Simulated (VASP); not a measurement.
# Al16H in VASP: further runs, part 2 of 2

VASP 6.6.1.

## (3) Single point, PBE

INCAR reads:

```
ALGO = Normal ; DIPOL = 0.5 0.5 0.318
EDIFF = 1E-7 ; ENCUT = 520
GGA = PE ; IDIPOL = 3
ISIF = 2 ; ISMEAR = 0
LASPH = T ; LCHARG = F
LDIPOL = T ; LREAL = Auto
LWAVE = F ; NBANDS = 38
NELM = 80 ; PREC = Accurate
SIGMA = 0.1
```

KPOINTS reads:

```
k-points
0
Gamma
  5 4 1
```

POSCAR reads:

```
Al16H
1.0
    5.7135165839      0.0000000000      0.0000000000
    0.0000000000      8.0801326418      0.0000000000
    0.0000000000      0.0000000000     19.7432786746
Al H
16 1
Direct
    0.2500000000      0.2500000000      0.2026005947
    0.2500000000      0.7500000000      0.2026005947
    0.7500000000      0.2500000000      0.2026005947
    0.7500000000      0.7500000000      0.2026005947
    0.0000000000      0.0000000000      0.2749482108
    0.0000000000      0.5000000000      0.2749482108
    0.5000000000      0.0000000000      0.2749482108
    0.5000000000      0.5000000000      0.2749482108
    0.2500000000      0.2500000000      0.3495466417
    0.2500000000      0.7500000000      0.3495466417
    0.7500000000      0.2500000000      0.3495466417
    0.7500000000      0.7500000000      0.3495466417
    0.0000000000      0.0000000000      0.4175232904
    0.0000000000      0.5000000000      0.4175232904
    0.5000000000      0.0000000000      0.4175232904
    0.5000000000      0.5000000000      0.4175232904
    0.0000000000      0.2500000000      0.4254817591
```

Potentials or basis: VASP PAW PBE potentials, release 64 (Al, H).

Started as:

```sh
cat potpaw_PBE.64/Al/POTCAR potpaw_PBE.64/H/POTCAR > POTCAR
mpirun -np 1 vasp_std > vasp.out
```

OUTCAR:

```text
EDIFF = 1E-7
   ENCUT = 520
   GGA = PE
   ISIF = 2
   ISMEAR = 0
   LASPH = T
   LREAL = Auto
   NELM = 80
   PREC = Accurate

 ion  position               nearest neighbor table
   1  0.250  0.250  0.203-   3 2.86   3 2.86   6 2.86   7 2.86   8 2.86   5 2.86   9 2.90
   2  0.250  0.750  0.203-   4 2.86   4 2.86   6 2.86   7 2.86   8 2.86   5 2.86  10 2.90
   3  0.750  0.250  0.203-   1 2.86   1 2.86   6 2.86   7 2.86   8 2.86   5 2.86  11 2.90
   4  0.750  0.750  0.203-   2 2.86   2 2.86   6 2.86   7 2.86   8 2.86   5 2.86  12 2.90
   5  0.000  0.000  0.275-  13 2.81   7 2.86   7 2.86   4 2.86   1 2.86   2 2.86   3 2.86  11 2.88
                            12 2.88   9 2.88  10 2.88
   6  0.000  0.500  0.275-  14 2.81   8 2.86   8 2.86   4 2.86   1 2.86   2 2.86   3 2.86  11 2.88
                            12 2.88   9 2.88  10 2.88
   7  0.500  0.000  0.275-  15 2.81   5 2.86   5 2.86   4 2.86   1 2.86   2 2.86   3 2.86  11 2.88
                            12 2.88   9 2.88  10 2.88
   8  0.500  0.500  0.275-  16 2.81   6 2.86   6 2.86   4 2.86   1 2.86   2 2.86   3 2.86  11 2.88
                            12 2.88   9 2.88  10 2.88
   9  0.250  0.250  0.350-  17 2.07  14 2.81  15 2.81  16 2.81  13 2.81  11 2.86  11 2.86   8 2.88
                             5 2.88   6 2.88   7 2.88   1 2.90
  10  0.250  0.750  0.350-  13 2.81  14 2.81  15 2.81  16 2.81  12 2.86  12 2.86   7 2.88   8 2.88
                             5 2.88   6 2.88   2 2.90
  11  0.750  0.250  0.350-  17 2.07  14 2.81  15 2.81  16 2.81  13 2.81   9 2.86   9 2.86   8 2.88
                             5 2.88   6 2.88   7 2.88   3 2.90
  12  0.750  0.750  0.350-  13 2.81  14 2.81  15 2.81  16 2.81  10 2.86  10 2.86   7 2.88   8 2.88
                             5 2.88   6 2.88   4 2.90
  13  0.000  0.000  0.418-  17 2.03  10 2.81  11 2.81  12 2.81   9 2.81   5 2.81  15 2.86  15 2.86

  14  0.000  0.500  0.418-  17 2.03  10 2.81  11 2.81  12 2.81   9 2.81   6 2.81  16 2.86  16 2.86

  15  0.500  0.000  0.418-   9 2.81  10 2.81  11 2.81  12 2.81   7 2.81  13 2.86  13 2.86
  16  0.500  0.500  0.418-   9 2.81  10 2.81  11 2.81  12 2.81   8 2.81  14 2.86  14 2.86
  17  0.000  0.250  0.425-  13 2.03  14 2.03   9 2.07  11 2.07

  LATTYP: Found a simple orthorhombic cell.
 ALAT       =     5.7135165839
 B/A-ratio  =     1.4142135624
 C/A-ratio  =     3.4555388760

  Lattice vectors:

 A1 = (   5.7135165839,   0.0000000000,   0.0000000000)
 A2 = (   0.0000000000,   8.0801326418,   0.0000000000)
 A3 = (   0.0000000000,   0.0000000000,  19.7432786746)

Analysis of symmetry for initial positions (statically):
=====================================================================
 Subroutine PRICEL returns:
 Original cell was already a primitive cell.

 Routine SETGRP: Setting up the symmetry group for a
 simple orthorhombic supercell.

 Subroutine GETGRP returns: Found  4 space group operations
 (whereof  2 operations were pure point group operations)
 out of a pool of  8 trial point group operations.

The static configuration has the point symmetry C_1h.
 The point group associated with its full space group is C_2v.

Analysis of symmetry for dynamics (positions and initial velocities):
=====================================================================
 Subroutine PRICEL returns:
 Original cell was already a primitive cell.

 Routine SETGRP: Setting up the symmetry group for a
 simple orthorhombic supercell.

 Subroutine GETGRP returns: Found  4 space group operations
 (whereof  2 operations were pure point group operations)
 out of a pool of  8 trial point group operations.

The dynamic configuration has the point symmetry C_1h.
 The point group associated with its full space group is C_2v.
[... 104 lines left out ...]
   PREC   = accura    normal or accurate (medium, high low for compatibility)
   ISTART =      0    job   : 0-new  1-cont  2-samecut
   ICHARG =      2    charge: 1-file 2-atom 10-const
   ISPIN  =      1    spin polarized calculation?
   LNONCOLLINEAR =      F non collinear calculations
   LSORBIT =      F    spin-orbit coupling
   LASPH  =      T    aspherical Exc in radial PAW
   ENCUT  =  520.0 eV  38.22 Ry    6.18 a.u.  10.62 15.02 36.71*2*pi/ulx,y,z
   NELM   =     80;   NELMIN=  2; NELMDL= -5     # of ELM steps
   EDIFF  = 0.1E-06   stopping-criterion for ELM
   LREAL  =      T    real-space projection
   EDIFFG = 0.1E-05   stopping-criterion for IOM
   NSW    =      0    number of steps for IOM
   IBRION =     -1    ionic relax: 0-MD 1-quasi-New 2-CG
   NFREE  =      0    steps in history (QN), initial steepest desc. (CG)
   ISIF   =      2    stress and relaxation
   ISYM   =      2    0-nonsym 1-usesym 2-fastsym
   POTIM  = 0.5000    time-step for ionic-motion
   TEBEG  =    0.0;   TEEND  =   0.0 temperature during run
   PSTRESS=    0.0 pullay stress
   NELECT =      49.0000    total number of electrons
   NUPDOWN=      -1.0000    fix difference up-down
   EMIN   =  10.00;   EMAX   =-10.00  energy-range for DOS
   EFERMI =   0.00;   METHOD = LEGACY
   ISMEAR =     0;   SIGMA  =   0.10  broadening in eV -4-tet -1-fermi 0-gaus
   EFERMI_NEDOS =   21; number of points for ismear=-14 and -15
   IALGO  =     38    algorithm
   IMIX   =      4    mixing-type and parameters
     AMIX     =   0.40;   BMIX     =  1.00
     AMIX_MAG =   1.60;   BMIX_MAG =  1.00
  volume/ion in A,a.u.               =      53.62       361.82
  Fermi-wavevector in a.u.,A,eV,Ry     =   0.617864  1.167594  5.194110  0.381756
  Thomas-Fermi vector in A             =   1.676102
   LORBIT       =      0    0 simple, 1 ext, 2 COOP (PROOUT), +10 PAW based schemes
   GGA     = PE    functional components
   LHFCALC =     F    Hartree Fock is set to
   AEXX    =    0.0000 exact exchange contribution
   IVDW    =     0    specifies the selected vdW correction
   LEPSILON=     F    determine dielectric tensor
   LRPA    =     F    only Hartree local field effects (RPA)
 non-spin polarized calculation
 Gauss-broadening in eV      SIGMA  =   0.10
  energy-cutoff  :      520.00
  volume of cell :      911.47
 maximum number of plane-waves:     24626
   NGX = 21   NGY = 31   NGZ = 73

 dipolmoment           0.000000      0.000000      0.000530 electrons x Angstroem

 number of electron      48.9999998 magnetization

 dipolmoment           0.000000      0.000000     -0.003367 electrons x Angstroem

 Free energy of the ion-electron system (eV)
  ---------------------------------------------------
  ext. energy  EPLUGINS =         0.00000000
  ---------------------------------------------------
  free energy    TOTEN  =       -57.52607987 eV

  energy without entropy =      -57.48728037  energy(sigma->0) =      -57.50668012

 E-fermi :  -0.4773     XC(G=0):  -4.0174

 val. band max:       -0.5203974207   @ k =   0.0000   0.2500   0.0000
 cond. band min:      -0.4632206724   @ k =   0.4000   0.2500   0.0000
 fundamental gap:      0.0571767483
 Fermi energy:        -0.4772502092

 k-point     1 :       0.0000    0.0000    0.0000
  band No.  band energies     occupation
      1     -10.8381      2.00000
      2      -8.9139      2.00000
      3      -8.5362      2.00000
      4      -8.3617      2.00000
      5      -6.9544      2.00000
      6      -6.2593      2.00000
[... 340 lines left out ...]
     35       2.1113      0.00000
     36       2.1268      0.00000
 [bands above 36 left out]

------------------------ aborting loop because EDIFF is reached ----------------------------------------

 vacuum level on the upper side and lower side of the slab       (xc-potential included)        -0.030        -0.055

  FORCE on cell =-STRESS in cart. coord.  units (eV):
  Direction    XX          YY          ZZ          XY          YZ          ZX
  --------------------------------------------------------------------------------------
  -------------------------------------------------------------------------------------
  Total      -10.0128536     -3.7346485     -1.6597089      0.0000000      0.0000000      0.0000000
  in kB      -17.6005886     -6.5647632     -2.9174354      0.0000000      0.0000000      0.0000000
  external PRESSURE =      -9.0275957 kB  Pullay stress =       0.0000000 kB

 VOLUME and BASIS-vectors are now :
 -----------------------------------------------------------------------------
  energy-cutoff  :      520.00
  volume of cell :      911.47
      direct lattice vectors                 reciprocal lattice vectors
     5.713516584  0.000000000  0.000000000     0.175023558  0.000000000  0.000000000
     0.000000000  8.080132642  0.000000000     0.000000000  0.123760345  0.000000000
     0.000000000  0.000000000 19.743278675     0.000000000  0.000000000  0.050650149

 POSITION                                       TOTAL-FORCE (eV/Angst)
 -----------------------------------------------------------------------------------
      1.42838      2.02003      4.00000         0.034384      0.000000      0.184440
      1.42838      6.06010      4.00000         0.050051      0.000000      0.245880
      4.28514      2.02003      4.00000        -0.034384      0.000000      0.184440
      4.28514      6.06010      4.00000        -0.050051      0.000000      0.245880
      0.00000      0.00000      5.42838         0.000000      0.141550     -0.079107
      0.00000      4.04007      5.42838         0.000000     -0.141550     -0.079107
[... 9 lines left out ...]
      2.85676      4.04007      8.24328         0.000000     -0.000898     -0.100095
      0.00000      2.02003      8.40040         0.000000      0.000000     -0.002756
 -----------------------------------------------------------------------------------
    total drift:                                0.000000     -0.000000      0.000071

  FREE ENERGIE OF THE ION-ELECTRON SYSTEM (eV)
  ---------------------------------------------------
  free  energy   TOTEN  =       -57.5260798720 eV

  energy  without entropy=      -57.4872803729  energy(sigma->0) =      -57.50668012

 vacuum level on the upper side and lower side of the slab         3.563         3.552
```

Run time: 11 min. Hardware: 1 thread of Intel Xeon Platinum 8259CL at 2.50GHz (Skylake/Cascade Lake), shared host; peak memory 0.81 GiB.

What came out:

| Quantity | Value |
| --- | --- |
| Free energy | -57.5261 eV |
| Largest force | 0.251 eV/Å |
| Band gap on the k mesh | zero (an odd number of electrons rules out a gap without spin polarisation) |

Forces in eV/Å, atoms in the order of the input:
```
Al   0.034  0.000  0.184
Al   0.050  0.000  0.246
Al  -0.034  0.000  0.184
Al  -0.050  0.000  0.246
Al   0.000  0.142 -0.079
Al   0.000 -0.142 -0.079
Al   0.000  0.012 -0.235
Al   0.000 -0.012 -0.235
Al   0.191  0.000 -0.140
Al   0.023  0.000  0.062
Al  -0.191  0.000 -0.140
Al  -0.023  0.000  0.062
Al   0.000 -0.010  0.063
Al   0.000  0.010  0.063
Al   0.000  0.001 -0.100
Al   0.000 -0.001 -0.100
H    0.000  0.000 -0.003
```
